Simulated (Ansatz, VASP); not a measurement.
**PbF2 in VASP and in Ansatz**

```xyz
3
Lattice="0.0000 2.8770 3.1647 2.8770 0.0000 3.1647 2.8770 2.8770 0.0000" Properties=species:S:1:pos:R:3 pbc="T T T"
Pb    0.0000    0.0000    0.0000
F     1.4385    1.4385    1.5823
F     4.3155    4.3155    4.7470
```

Alike in both runs: task single point; functional PBEsol; k mesh 8 × 8 × 8; occupations gaussian, width 0.05 eV; no spin polarisation.

|  | VASP | Ansatz |
| --- | --- | --- |
| version | VASP 6.6.1 | Ansatz 0.2.0 |
| potentials or method | VASP PAW PBE potentials, release 64 (Pb_d, F), cutoff 520 eV | scalar-relativistic, plane waves, PAW |
| valence electrons in the cell | 28 | 28 |

|  | VASP | Ansatz | Ansatz less VASP |
| --- | --- | --- | --- |
| gap on the k mesh at the Fermi level (eV) | 3.98 | 3.99 | +0.006 |
| least direct gap on the mesh (eV) | 4.36 | 4.36 | +0.005 |
| pressure (GPa) | -2.0 | -1.8 | +0.23 |
| traceless stress, the component that is largest in VASP (GPa) | -3.66 | -3.66 | +0.002 |

VASP's potentials were made for PBE, not for PBEsol. The functional is the same, so the differences come from potentials, cutoffs and numerics.

Spin-orbit coupling is off throughout.
